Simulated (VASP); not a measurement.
# W4C in VASP: single point with PBE

Aim: the single point of W4C with PBE.

Everything below comes from runs of VASP 6.6.1. Logs are shortened: lines on timing, memory, paths and dates and some standing lists are left out, and cuts for length are marked.

**1. The cell of the first run**

The cell holds a slab with vacuum, 5 atoms: a = 2.855 Å, b = 4.037 Å, c = 20.957 Å, α = 90.00°, β = 90.00°, γ = 90.00°.

**2. Single point, PBE, collinear spin**

File INCAR:

```
  PREC = Accurate
  ENCUT = 520
  EDIFF = 1E-6
  ISMEAR = 0
  SIGMA = 0.1
  LREAL = False
  LASPH = True
  NELM = 150
  ALGO = Normal
  ISIF = 2
  LWAVE = False
  LCHARG = True
  ISPIN = 2
  MAGMOM = 0 0 0 0 2
  LORBIT = 11
  LMAXMIX = 4
  LDIPOL = True
  IDIPOL = 3
  DIPOL = 0.5 0.5 0.340
  GGA = PE
  LELF = True
  LVHAR = True
  LVACPOTAV = True
  NBANDS = 42
```

File KPOINTS:

```
regular mesh
0
Gamma
  9 7 1
```

File POSCAR:

```
W4C
1.0
    2.8547213223      0.0000000000      0.0000000000
    0.0000000000      4.0371856108      0.0000000000
    0.0000000000      0.0000000000     20.9570327682
W C
4 1
Direct
    0.5000000000      0.5000000000      0.1908667150
    0.0000000000      0.0000000000      0.2589756250
    0.5000000000      0.5000000000      0.3262417340
    0.0000000000      0.0000000000      0.3796831763
    0.5000000000      0.0000000000      0.5433513844
```

Potentials or basis: VASP PAW PBE potentials, release 64 (W_sv, C).

Command:

```bash
$ cat potpaw_PBE.64/W_sv/POTCAR potpaw_PBE.64/C/POTCAR > POTCAR
$ mpirun -np 1 vasp_std > vasp.out
```

OUTCAR:

```text
PREC = Accurate
   ENCUT = 520
   EDIFF = 1E-6
   ISMEAR = 0
   LREAL = False
   LASPH = True
   NELM = 150
   ISIF = 2
   ISPIN = 2
   LORBIT = 11
   GGA = PE

 ion  position               nearest neighbor table
   1  0.500  0.500  0.191-   3 2.84   2 2.85   2 2.85   2 2.85   2 2.85
   2  0.000  0.000  0.259-   4 2.53   3 2.85   3 2.85   3 2.85   3 2.85   1 2.85   1 2.85   1 2.85
                             1 2.85
   3  0.500  0.500  0.326-   4 2.71   4 2.71   4 2.71   4 2.71   1 2.84   2 2.85   2 2.85   2 2.85
                             2 2.85
   4  0.000  0.000  0.380-   2 2.53   3 2.71   3 2.71   3 2.71   3 2.71
   5  0.500  0.000  0.543-

  LATTYP: Found a simple orthorhombic cell.
 ALAT       =     2.8547213223
 B/A-ratio  =     1.4142135624
 C/A-ratio  =     7.3411833949

  Lattice vectors:

 A1 = (   2.8547213223,   0.0000000000,   0.0000000000)
 A2 = (   0.0000000000,   4.0371856108,   0.0000000000)
 A3 = (   0.0000000000,   0.0000000000,  20.9570327682)

Analysis of symmetry for initial positions (statically):
=====================================================================
 Subroutine PRICEL returns:
 Original cell was already a primitive cell.

 Routine SETGRP: Setting up the symmetry group for a
 simple orthorhombic supercell.

 Subroutine GETGRP returns: Found  4 space group operations
 (whereof  4 operations were pure point group operations)
 out of a pool of  8 trial point group operations.

The static configuration has the point symmetry C_2v.

Analysis of symmetry for dynamics (positions and initial velocities):
=====================================================================
 Subroutine PRICEL returns:
 Original cell was already a primitive cell.

 Routine SETGRP: Setting up the symmetry group for a
 simple orthorhombic supercell.

 Subroutine GETGRP returns: Found  4 space group operations
 (whereof  4 operations were pure point group operations)
 out of a pool of  8 trial point group operations.

The dynamic configuration has the point symmetry C_2v.

Analysis of structural, dynamic, and magnetic symmetry:
=====================================================================
 Subroutine PRICEL returns:
 Original cell was already a primitive cell.

 Routine SETGRP: Setting up the symmetry group for a
 simple orthorhombic supercell.

 Subroutine GETGRP returns: Found  4 space group operations
 (whereof  4 operations were pure point group operations)
 out of a pool of  8 trial point group operations.

The overall configuration has the point symmetry C_2v.

 Subroutine INISYM returns: Found  4 space group operations
 (whereof  4 operations are pure point group operations),
 and found     1 'primitive' translations

----------------------------------------------------------------------------------------

                                     Primitive cell

  volume of cell :     241.5306

  direct lattice vectors                    reciprocal lattice vectors
     2.854721322  0.000000000  0.000000000     0.350296890  0.000000000  0.000000000
     0.000000000  4.037185611  0.000000000     0.000000000  0.247697306  0.000000000
     0.000000000  0.000000000 20.957032768     0.000000000  0.000000000  0.047716679

  length of vectors
     2.854721322  4.037185611 20.957032768     0.350296890  0.247697306  0.047716679

  position of ions in fractional coordinates (direct lattice)
     0.500000000  0.500000000  0.190866715
     0.000000000  0.000000000  0.258975625
     0.500000000  0.500000000  0.326241734
     0.000000000  0.000000000  0.379683176
     0.500000000  0.000000000  0.543351384

  ion indices of the primitive-cell ions
   primitive index   ion index
                 1           1
                 2           2
                 3           3
                 4           4
                 5           5

----------------------------------------------------------------------------------------

 KPOINTS: regular mesh

Automatic generation of k-mesh.
 Grid dimensions read from file:
[... 26 lines left out ...]
  0.444444  0.000000  0.000000      2.000000
  0.000000  0.142857  0.000000      2.000000
[... 12 lines left out ...]
  0.333333  0.428571  0.000000      4.000000
  0.444444  0.428571  0.000000      4.000000
   k-points           NKPTS =     20   k-points in BZ     NKDIM =     20   number of bands    NBANDS=     42
   number of dos      NEDOS =    301   number of ions     NIONS =      5
   total plane-waves  NPLWV = 115200
   dimension x,y,z NGX =    24 NGY =   30 NGZ =  160
   dimension x,y,z NGXF=    48 NGYF=   60 NGZF=  320
   ions per type =               4   1
   NGX,Y,Z   is equivalent  to a cutoff of  13.98, 12.35, 12.69 a.u.
   NGXF,Y,Z  is equivalent  to a cutoff of  27.95, 24.71, 25.38 a.u.
 SYSTEM =  unknown system
   PREC   = accura    normal or accurate (medium, high low for compatibility)
   ISTART =      0    job   : 0-new  1-cont  2-samecut
   ICHARG =      2    charge: 1-file 2-atom 10-const
   ISPIN  =      2    spin polarized calculation?
   LNONCOLLINEAR =      F non collinear calculations
   LSORBIT =      F    spin-orbit coupling
   LASPH  =      T    aspherical Exc in radial PAW
   ENCUT  =  520.0 eV  38.22 Ry    6.18 a.u.   5.31  7.51 38.97*2*pi/ulx,y,z
   NELM   =    150;   NELMIN=  2; NELMDL= -5     # of ELM steps
   EDIFF  = 0.1E-05   stopping-criterion for ELM
   LREAL  =      F    real-space projection
   EDIFFG = 0.1E-04   stopping-criterion for IOM
   NSW    =      0    number of steps for IOM
   IBRION =     -1    ionic relax: 0-MD 1-quasi-New 2-CG
   NFREE  =      0    steps in history (QN), initial steepest desc. (CG)
   ISIF   =      2    stress and relaxation
   ISYM   =      2    0-nonsym 1-usesym 2-fastsym
   POTIM  = 0.5000    time-step for ionic-motion
   TEBEG  =    0.0;   TEEND  =   0.0 temperature during run
   PSTRESS=    0.0 pullay stress
   NELECT =      60.0000    total number of electrons
   NUPDOWN=      -1.0000    fix difference up-down
   EMIN   =  10.00;   EMAX   =-10.00  energy-range for DOS
   EFERMI =   0.00;   METHOD = LEGACY
   ISMEAR =     0;   SIGMA  =   0.10  broadening in eV -4-tet -1-fermi 0-gaus
   EFERMI_NEDOS =   21; number of points for ismear=-14 and -15
   IALGO  =     38    algorithm
   IMIX   =      4    mixing-type and parameters
     AMIX     =   0.40;   BMIX     =  1.00
     AMIX_MAG =   1.60;   BMIX_MAG =  1.00
  volume/ion in A,a.u.               =      48.31       325.99
  Fermi-wavevector in a.u.,A,eV,Ry     =   1.029124  1.944763 14.409887  1.059097
  Thomas-Fermi vector in A             =   2.163156
   LORBIT       =     11    0 simple, 1 ext, 2 COOP (PROOUT), +10 PAW based schemes
   GGA     = PE    functional components
   LHFCALC =     F    Hartree Fock is set to
   AEXX    =    0.0000 exact exchange contribution
   IVDW    =     0    specifies the selected vdW correction
   LEPSILON=     F    determine dielectric tensor
   LRPA    =     F    only Hartree local field effects (RPA)
 spin polarized calculation
 Gauss-broadening in eV      SIGMA  =   0.10
  energy-cutoff  :      520.00
  volume of cell :      241.53
 maximum number of plane-waves:      6527
 NGX is ok and might be reduce to    24
   NGX = 11   NGY = 15   NGZ = 77

 dipolmoment           0.000000      0.000000     -0.001265 electrons x Angstroem

 number of electron      59.9999995 magnetization       1.4326350

 dipolmoment           0.000000      0.000000      0.126499 electrons x Angstroem

 Free energy of the ion-electron system (eV)
  ---------------------------------------------------
  ext. energy  EPLUGINS =         0.00000000
  ---------------------------------------------------
  free energy    TOTEN  =       -48.02878869 eV

  energy without entropy =      -47.99092706  energy(sigma->0) =      -48.00985788

 E-fermi :  -0.3493     XC(G=0):  -5.4157

 val. band max:       -0.3498113320   @ k =   0.0000   0.2857   0.0000
 cond. band min:      -0.3376347124   @ k =   0.3333   0.0000   0.0000
 fundamental gap:      0.0121766196
 Fermi energy:        -0.3492827023

 spin component 1

 k-point     1 :       0.0000    0.0000    0.0000
  band No.  band energies     occupation
      1     -74.2374      1.00000
      2     -74.0829      1.00000
      3     -73.9678      1.00000
      4     -73.8923      1.00000
      5     -38.8114      1.00000
      6     -38.7655      1.00000
[... 889 lines left out ...]
     41       4.4160      0.00000
     42       4.8562      0.00000
 Fermi energy:        -0.3492827023

 spin component 2

 k-point     1 :       0.0000    0.0000    0.0000
  band No.  band energies     occupation
      1     -74.2531      1.00000
      2     -74.1007      1.00000
      3     -73.9699      1.00000
      4     -73.9032      1.00000
      5     -38.8256      1.00000
      6     -38.7859      1.00000
[... 889 lines left out ...]
     41       4.4136      0.00000
     42       4.8488      0.00000

------------------------ aborting loop because EDIFF is reached ----------------------------------------

  FORCE on cell =-STRESS in cart. coord.  units (eV):
  Direction    XX          YY          ZZ          XY          YZ          ZX
  --------------------------------------------------------------------------------------
  -------------------------------------------------------------------------------------
  Total       -6.0151578     -1.7443713     -4.5609396      0.0000000      0.0000000      0.0000000
  in kB      -39.9011472    -11.5711705    -30.2546875      0.0000000      0.0000000      0.0000000
  external PRESSURE =     -27.2423351 kB  Pullay stress =       0.0000000 kB

 VOLUME and BASIS-vectors are now :
 -----------------------------------------------------------------------------
  energy-cutoff  :      520.00
  volume of cell :      241.53
      direct lattice vectors                 reciprocal lattice vectors
     2.854721322  0.000000000  0.000000000     0.350296890  0.000000000  0.000000000
     0.000000000  4.037185611  0.000000000     0.000000000  0.247697306  0.000000000
     0.000000000  0.000000000 20.957032768     0.000000000  0.000000000  0.047716679

 POSITION                                       TOTAL-FORCE (eV/Angst)
 -----------------------------------------------------------------------------------
      1.42736      2.01859      4.00000         0.000000      0.000000      2.223961
      0.00000      0.00000      5.42736         0.000000      0.000000     -2.578302
      1.42736      2.01859      6.83706         0.000000      0.000000     -0.211584
      0.00000      0.00000      7.95703         0.000000      0.000000      1.285654
      1.42736      0.00000     11.38703         0.000000      0.000000     -0.719729
 -----------------------------------------------------------------------------------
    total drift:                                0.000000     -0.000000     -0.000054

  FREE ENERGIE OF THE ION-ELECTRON SYSTEM (eV)
  ---------------------------------------------------
  free  energy   TOTEN  =       -48.0287886899 eV

  energy  without entropy=      -47.9909270646  energy(sigma->0) =      -48.00985788

 vacuum level on the upper side and lower side of the slab         5.717         3.732

 total charge

# of ion       s       p       d       tot
------------------------------------------
    1        2.414   6.131   3.308  11.853
    2        2.412   6.308   3.353  12.073
    3        2.416   6.312   3.382  12.110
    4        2.452   6.182   3.430  12.064
    5        1.044   0.924   0.000   1.968
--------------------------------------------------
tot         10.737  25.858  13.473  50.068

 magnetization (x)

# of ion       s       p       d       tot
------------------------------------------
    1       -0.003  -0.009  -0.028  -0.040
    2        0.000   0.002   0.012   0.014
    3        0.000  -0.000  -0.019  -0.019
    4       -0.005   0.005  -0.062  -0.062
    5        0.033   0.725   0.000   0.759
--------------------------------------------------
tot          0.026   0.722  -0.097   0.651
```

It took 8.6 min on 1 thread of Intel Xeon 6975P-C (Granite Rapids), shared host; peak memory 0.58 GiB.

What came out:

```yaml
Free_energy: -48.0288 eV
Largest_force: 2.578 eV/Å
Net_moment: 1.43 μB per cell
Site_moments: W -0.04, +0.01, -0.02, -0.06; C +0.76 μB
Valence_electrons_inside_the_program's_atomic_spheres: W 11.85, 12.07, 12.11, 12.06; C 1.97
```

Forces in eV/Å, atoms in the order of the input:
```
W    0.000  0.000  2.224
W    0.000  0.000 -2.578
W    0.000  0.000 -0.212
W    0.000  0.000  1.286
C    0.000  0.000 -0.720
```

Caveat: spin-orbit coupling is left out, which moves the levels of the heavy elements.
